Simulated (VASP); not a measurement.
# Gd (Pm-3m) in VASP: notebook

Gd is run at these levels: PBE; tasks: single point.

Program: VASP 6.6.1. These are calculated values, not measurements. Logs are shortened: lines on timing, memory, paths and dates and some standing lists are left out, and cuts for length are marked.

### 1 The cell of the first run

The structure is cubic, space group Pm-3m (No. 221). Conventional cell: a = 2.729 Å, b = 2.729 Å, c = 2.729 Å, α = 90.00°, β = 90.00°, γ = 90.00°. Within 3.6 Å of Gd (site symmetry m-3m) lie 6 Gd at 2.73 Å.

This isn't the form of Gd at room conditions, which is hcp.

### 2 Single point, PBE, collinear spin, ferromagnetic start (20.33 Å³/atom)

Contents of POSCAR:

```
Gd
1.0
    2.7291031274      0.0000000000      0.0000000000
    0.0000000000      2.7291031274      0.0000000000
    0.0000000000      0.0000000000      2.7291031274
Gd
1
Direct
    0.0000000000      0.0000000000      0.0000000000
```

Contents of INCAR.step1:

```
SYSTEM = Gd
PREC     = Accurate       ! precision mode
ENCUT    = 520            ! plane-wave cutoff, eV
EDIFF    = 1E-7           ! SCF threshold, eV
ISMEAR   = -1             ! smearing method
SIGMA    = 0.08           ! smearing width, eV
LREAL    = .FALSE.        ! projectors in reciprocal space
LASPH    = .TRUE.         ! aspherical terms in the spheres
NELM     = 150            ! most SCF steps
ALGO     = Normal         ! electronic algorithm
ISIF     = 2              ! what is computed and relaxed
LWAVE    = .FALSE.        ! write WAVECAR
LCHARG   = .TRUE.         ! write CHGCAR
ISPIN    = 2              ! spin polarisation
MAGMOM   = 7              ! initial moments
LMAXMIX  = 6              ! l up to which the mixer works
GGA      = PE             ! functional
NBANDS   = 19             ! bands
```

Contents of KPOINTS.step1:

```
Automatic mesh
0
G
  13 13 13
  0 0 0
```

Contents of INCAR.step2:

```
SYSTEM = Gd
PREC     = Accurate       ! precision mode
ENCUT    = 520            ! plane-wave cutoff, eV
EDIFF    = 1E-7           ! SCF threshold, eV
ISMEAR   = -5             ! smearing method
SIGMA    = 0.08           ! smearing width, eV
LREAL    = .FALSE.        ! projectors in reciprocal space
LASPH    = .TRUE.         ! aspherical terms in the spheres
NELM     = 150            ! most SCF steps
ALGO     = Normal         ! electronic algorithm
ISIF     = 2              ! what is computed and relaxed
LWAVE    = .FALSE.        ! write WAVECAR
LCHARG   = .FALSE.        ! write CHGCAR
ISPIN    = 2              ! spin polarisation
MAGMOM   = 7              ! initial moments
LORBIT   = 11             ! projections on sites
LMAXMIX  = 6              ! l up to which the mixer works
GGA      = PE             ! functional
NEDOS    = 2001           ! points of the DOS
ICHARG   = 11             ! starting density
```

Contents of KPOINTS.step2:

```
Automatic mesh
0
G
  20 20 20
  0 0 0
```

Potentials or basis: VASP PAW PBE potentials, release 64 (Gd).

Started as:

```bash
$ cat potpaw_PBE.64/Gd/POTCAR > POTCAR
$ cp INCAR.step1 INCAR
$ cp KPOINTS.step1 KPOINTS
$ mpirun -np 1 vasp_std > vasp.out
$ cp INCAR.step2 INCAR
$ cp KPOINTS.step2 KPOINTS
$ mpirun -np 1 vasp_std > vasp.out
```

OUTCAR:

```text
SYSTEM = Gd
   PREC = Accurate
   ENCUT = 520
   EDIFF = 1E-7
   ISMEAR = -5
   LREAL = .FALSE.
   LASPH = .TRUE.
   NELM = 150
   ISIF = 2
   ISPIN = 2
   LORBIT = 11
   GGA = PE
   ICHARG = 11

 ion  position               nearest neighbor table
   1  0.000  0.000  0.000-

  LATTYP: Found a simple cubic cell.
 ALAT       =     2.7291031274

  Lattice vectors:

 A1 = (   2.7291031274,   0.0000000000,   0.0000000000)
 A2 = (   0.0000000000,   2.7291031274,   0.0000000000)
 A3 = (   0.0000000000,   0.0000000000,   2.7291031274)

Analysis of symmetry for initial positions (statically):
=====================================================================
 Subroutine PRICEL returns:
 Original cell was already a primitive cell.

 Routine SETGRP: Setting up the symmetry group for a
 simple cubic supercell.

 Subroutine GETGRP returns: Found 48 space group operations
 (whereof 48 operations were pure point group operations)
 out of a pool of 48 trial point group operations.

The static configuration has the point symmetry O_h .

Analysis of symmetry for dynamics (positions and initial velocities):
=====================================================================
 Subroutine PRICEL returns:
 Original cell was already a primitive cell.

 Routine SETGRP: Setting up the symmetry group for a
 simple cubic supercell.

 Subroutine GETGRP returns: Found 48 space group operations
 (whereof 48 operations were pure point group operations)
 out of a pool of 48 trial point group operations.

The dynamic configuration has the point symmetry O_h .

Analysis of structural, dynamic, and magnetic symmetry:
=====================================================================
 Subroutine PRICEL returns:
 Original cell was already a primitive cell.

 Routine SETGRP: Setting up the symmetry group for a
 simple cubic supercell.

 Subroutine GETGRP returns: Found 48 space group operations
 (whereof 48 operations were pure point group operations)
 out of a pool of 48 trial point group operations.

The overall configuration has the point symmetry O_h .

 Subroutine INISYM returns: Found 48 space group operations
 (whereof 48 operations are pure point group operations),
 and found     1 'primitive' translations

----------------------------------------------------------------------------------------

                                     Primitive cell

  volume of cell :      20.3264

  direct lattice vectors                    reciprocal lattice vectors
     2.729103127  0.000000000  0.000000000     0.366420745  0.000000000  0.000000000
     0.000000000  2.729103127  0.000000000     0.000000000  0.366420745  0.000000000
     0.000000000  0.000000000  2.729103127     0.000000000  0.000000000  0.366420745

  length of vectors
     2.729103127  2.729103127  2.729103127     0.366420745  0.366420745  0.366420745

  position of ions in fractional coordinates (direct lattice)
     0.000000000  0.000000000  0.000000000

  ion indices of the primitive-cell ions
   primitive index   ion index
                 1           1

----------------------------------------------------------------------------------------

 KPOINTS: Automatic mesh

Automatic generation of k-mesh.
 Grid dimensions read from file:
 generate k-points for:   20   20   20

 Generating k-lattice:

  Cartesian coordinates                     Fractional coordinates (reciprocal lattice)
     0.018321037  0.000000000  0.000000000     0.050000000  0.000000000  0.000000000
     0.000000000  0.018321037  0.000000000     0.000000000  0.050000000  0.000000000
     0.000000000  0.000000000  0.018321037     0.000000000  0.000000000  0.050000000

  Length of vectors
     0.018321037  0.018321037  0.018321037

  Shift w.r.t. Gamma in fractional coordinates (k-lattice)
     0.000000000  0.000000000  0.000000000

 TETIRR: Found   3982 inequivalent tetrahedra from    48000

 Subroutine IBZKPT returns following result:
 ===========================================

 Found    286 irreducible k-points:

 Following reciprocal coordinates:
            Coordinates               Weight
  0.000000  0.000000  0.000000      1.000000
  0.050000  0.000000  0.000000      6.000000
  0.100000  0.000000  0.000000      6.000000
  0.150000  0.000000  0.000000      6.000000
  0.200000  0.000000  0.000000      6.000000
  0.250000  0.000000  0.000000      6.000000
[... 16 lines left out ...]
  0.150000  0.100000  0.000000     24.000000
  0.200000  0.100000  0.000000     24.000000
 [... further k-points ...]
   k-points           NKPTS =    286   k-points in BZ     NKDIM =    286   number of bands    NBANDS=     17
   number of dos      NEDOS =   2001   number of ions     NIONS =      1
   total plane-waves  NPLWV =   8000
   dimension x,y,z NGX =    20 NGY =   20 NGZ =   20
   dimension x,y,z NGXF=    40 NGYF=   40 NGZF=   40
   ions per type =               1
   NGX,Y,Z   is equivalent  to a cutoff of  12.18, 12.18, 12.18 a.u.
   NGXF,Y,Z  is equivalent  to a cutoff of  24.37, 24.37, 24.37 a.u.
 SYSTEM =  Gd
   PREC   = accura    normal or accurate (medium, high low for compatibility)
   ISTART =      0    job   : 0-new  1-cont  2-samecut
   ICHARG =     11    charge: 1-file 2-atom 10-const
   ISPIN  =      2    spin polarized calculation?
   LNONCOLLINEAR =      F non collinear calculations
   LSORBIT =      F    spin-orbit coupling
   LASPH  =      T    aspherical Exc in radial PAW
   ENCUT  =  520.0 eV  38.22 Ry    6.18 a.u.   5.07  5.07  5.07*2*pi/ulx,y,z
   NELM   =    150;   NELMIN=  2; NELMDL=  0     # of ELM steps
   EDIFF  = 0.1E-06   stopping-criterion for ELM
   LREAL  =      F    real-space projection
   EDIFFG = 0.1E-05   stopping-criterion for IOM
   NSW    =      0    number of steps for IOM
   IBRION =     -1    ionic relax: 0-MD 1-quasi-New 2-CG
   NFREE  =      0    steps in history (QN), initial steepest desc. (CG)
   ISIF   =      2    stress and relaxation
   ISYM   =      2    0-nonsym 1-usesym 2-fastsym
   POTIM  = 0.5000    time-step for ionic-motion
   TEBEG  =    0.0;   TEEND  =   0.0 temperature during run
   PSTRESS=    0.0 pullay stress
   NELECT =      18.0000    total number of electrons
   NUPDOWN=      -1.0000    fix difference up-down
   EMIN   =  10.00;   EMAX   =-10.00  energy-range for DOS
   EFERMI =   0.00;   METHOD = LEGACY
   ISMEAR =    -5;   SIGMA  =   0.08  broadening in eV -4-tet -1-fermi 0-gaus
   EFERMI_NEDOS =   21; number of points for ismear=-14 and -15
   IALGO  =     38    algorithm
   IMIX   =      4    mixing-type and parameters
     AMIX     =   0.40;   BMIX     =  1.00
     AMIX_MAG =   1.60;   BMIX_MAG =  1.00
  volume/ion in A,a.u.               =      20.33       137.17
  Fermi-wavevector in a.u.,A,eV,Ry     =   1.572096  2.970831 33.626605  2.471486
  Thomas-Fermi vector in A             =   2.673581
   LORBIT       =     11    0 simple, 1 ext, 2 COOP (PROOUT), +10 PAW based schemes
   GGA     = PE    functional components
   LHFCALC =     F    Hartree Fock is set to
   AEXX    =    0.0000 exact exchange contribution
   IVDW    =     0    specifies the selected vdW correction
   LEPSILON=     F    determine dielectric tensor
   LRPA    =     F    only Hartree local field effects (RPA)
 spin polarized calculation
 Fermi weights with tetrahedron method with Bloechl corrections
  energy-cutoff  :      520.00
  volume of cell :       20.33
 maximum number of plane-waves:       561

 number of electron      18.0000006 magnetization       7.2237311

 Free energy of the ion-electron system (eV)
  ---------------------------------------------------
  ext. energy  EPLUGINS =         0.00000000
  ---------------------------------------------------
  free energy    TOTEN  =       -10.02709809 eV

  energy without entropy =      -10.02709809  energy(sigma->0) =      -10.02709809

 E-fermi :   5.5872     XC(G=0): -12.3343

 val. band max:        5.6503189219   @ k =   0.5000   0.0500   0.0500
 cond. band min:       5.5421750378   @ k =   0.1500   0.1500   0.1500
 fundamental gap:     -0.1081438841
 Fermi energy:         5.5871737048

 spin component 1

 k-point     1 :       0.0000    0.0000    0.0000
  band No.  band energies     occupation
      1     -39.7643      1.00000
      2     -15.3306      1.00000
      3     -15.3306      1.00000
      4     -15.3306      1.00000
      5       0.8542      1.00000
      6       1.4485      1.00000
[... 9 lines left out ...]
     16      15.2271      0.00000
     17      15.2271      0.00000

 k-point     2 :       0.0500    0.0000    0.0000
  band No.  band energies     occupation
      1     -39.7530      1.00000
      2     -15.4429      1.00000
      3     -15.3213      1.00000
      4     -15.3213      1.00000
      5       0.9569      1.00000
      6       1.4384      1.00000
[... 9 lines left out ...]
     16      14.9572      0.00000
     17      15.2440      0.00000
[... 421 lines left out ...]
 k-point    24 :       0.2000    0.1000    0.0000
  band No.  band energies     occupation
      1     -39.5584      1.00000
      2     -16.7234      1.00000
      3     -15.6125      1.00000
      4     -15.1624      1.00000
      5       1.3267      1.00000
      6       1.3598      1.00000
[... 9 lines left out ...]
     16      12.5529      0.00000
     17      14.6444      0.00000

 [... further k-points ...]

 spin component 2

 k-point     1 :       0.0000    0.0000    0.0000
  band No.  band energies     occupation
      1     -36.7116      1.00000
      2     -12.9311      1.00000
      3     -12.9311      1.00000
      4     -12.9311      1.00000
      5       1.7132      1.00000
      6       4.4884      1.00000
[... 9 lines left out ...]
     16      16.7450      0.00000
     17      16.7450      0.00000

 k-point     2 :       0.0500    0.0000    0.0000
  band No.  band energies     occupation
      1     -36.6989      1.00000
      2     -13.0596      1.00000
      3     -12.9206      1.00000
      4     -12.9206      1.00000
      5       1.8235      1.00000
      6       4.5120      1.00000
[... 9 lines left out ...]
     16      16.4528      0.00000
     17      16.7639      0.00000
[... 421 lines left out ...]
 k-point    24 :       0.2000    0.1000    0.0000
  band No.  band energies     occupation
      1     -36.4783      1.00000
      2     -14.4945      1.00000
      3     -13.2484      1.00000
      4     -12.7384      1.00000
      5       3.3083      1.00000
      6       5.2173      1.05032
[... 9 lines left out ...]
     16      13.9223      0.00000
     17      16.1485      0.00000

 [... further k-points ...]
[... 5 lines left out ...]
  --------------------------------------------------------------------------------------
  -------------------------------------------------------------------------------------
  Total        4.0971165      4.0971165      4.0971165      0.0000000      0.0000000      0.0000000
  in kB      322.9453648    322.9453648    322.9453648      0.0000000      0.0000000      0.0000000
  external PRESSURE =     322.9453648 kB  Pullay stress =       0.0000000 kB

 VOLUME and BASIS-vectors are now :
 -----------------------------------------------------------------------------
  energy-cutoff  :      520.00
  volume of cell :       20.33
      direct lattice vectors                 reciprocal lattice vectors
     2.729103127  0.000000000  0.000000000     0.366420745  0.000000000  0.000000000
     0.000000000  2.729103127  0.000000000     0.000000000  0.366420745  0.000000000
     0.000000000  0.000000000  2.729103127     0.000000000  0.000000000  0.366420745

 POSITION                                       TOTAL-FORCE (eV/Angst)
 -----------------------------------------------------------------------------------
      0.00000      0.00000      0.00000         0.000000      0.000000      0.000000
 -----------------------------------------------------------------------------------
    total drift:                                0.000000      0.000000     -0.000000

  FREE ENERGIE OF THE ION-ELECTRON SYSTEM (eV)
  ---------------------------------------------------
  free  energy   TOTEN  =       -10.0270980889 eV

  energy  without entropy=      -10.0270980889  energy(sigma->0) =      -10.02709809

 total charge

# of ion       s       p       d       f       tot
--------------------------------------------------
    1        2.071   5.533   1.027   7.064  15.695

 magnetization (x)

# of ion       s       p       d       f       tot
--------------------------------------------------
    1        0.027  -0.058   0.251   6.653   6.874
```

It took 1.7 min on 1 thread of Intel Xeon 6975P-C (Granite Rapids), shared host; peak memory 0.29 GiB.

Results:

```yaml
Net_moment: 7.22 μB per cell
Site_moments: Gd +6.87 μB
Valence_electrons_inside_the_program's_atomic_spheres: Gd 15.70
```

Caveat: spin-orbit coupling is left out, which moves the levels of the heavy elements; semilocal functionals describe open f shells poorly, which spoils levels, moments and volumes; tetrahedron occupations give inexact forces and stress in metals. The state reached can hang on the start; a lower one may exist.

### 3 Single point, PBE, collinear spin, ferromagnetic start

This run uses another cell than the first one, of 35.05 Å³/atom.

Contents of POSCAR:

```
Gd
1.0
    3.2724821218      0.0000000000      0.0000000000
    0.0000000000      3.2724821218      0.0000000000
    0.0000000000      0.0000000000      3.2724821218
Gd
1
Direct
    0.0000000000      0.0000000000      0.0000000000
```

INCAR.step1 is that of step 2.

Contents of KPOINTS.step1:

```
regular mesh
0
G
  13 13 13
  0 0 0
```

Edit INCAR.step2 of step 2 so:

```diff
@@ -18,3 +18,3 @@
 GGA      = PE             ! functional
-NEDOS    = 2001           ! points of the DOS
+NEDOS    = 1001           ! points of the DOS
 ICHARG   = 11             ! starting density
```

Contents of KPOINTS.step2:

```
regular mesh
0
G
  20 20 20
  0 0 0
```

Potentials or basis: VASP PAW PBE potentials, release 64 (Gd).

Started as:

```bash
$ cat potpaw_PBE.64/Gd/POTCAR > POTCAR
$ cp INCAR.step1 INCAR
$ cp KPOINTS.step1 KPOINTS
$ mpirun -np 1 vasp_std > vasp.out
$ cp INCAR.step2 INCAR
$ cp KPOINTS.step2 KPOINTS
$ mpirun -np 1 vasp_std > vasp.out
```

Wall time 2.2 min (1 thread of Intel Xeon 6975P-C (Granite Rapids), shared host); peak memory 0.39 GiB.

It converged, with:

```
Net moment                                            : 7.84 μB per cell
Site moments                                          : Gd +7.18 μB
Valence electrons inside the program's atomic spheres : Gd 15.24
```

Levels at points of the mesh, in eV from the Fermi level:
Spin up:
```
           k point  band 10  band 11  band 12  band 13  band 14  band 15  band 16  band 17
(0.00, 0.00, 0.00)    -4.94    -4.89    -4.79    -1.37    -1.37     5.38     5.38     5.38
(0.50, 0.00, 0.00)    -4.87    -4.87    -2.29    -0.64     0.26     2.50     2.50     5.72
(0.50, 0.50, 0.00)    -4.88    -4.86    -2.31    -0.51     3.10     3.10     3.85     3.85
(0.50, 0.50, 0.50)    -4.90    -4.90    -1.08    -1.08    -1.08     5.71     7.33     7.45
```
Spin down:
```tsv
k point	band 3	band 4	band 5	band 6	band 7	band 8
(0.00, 0.00, 0.00)	-20.01	-20.01	-3.87	0.27	0.27	0.40
(0.50, 0.00, 0.00)	-19.91	-19.91	-0.96	0.07	0.24	0.44
(0.50, 0.50, 0.00)	-20.86	-19.82	-1.58	0.25	0.25	0.42
(0.50, 0.50, 0.50)	-20.73	-20.73	-0.12	-0.12	-0.12	0.17
```

Caveat: spin-orbit coupling is left out, which moves the levels of the heavy elements; semilocal functionals describe open f shells poorly, which spoils levels, moments and volumes; tetrahedron occupations give inexact forces and stress in metals.

(Part 1 of 2 ends here.)
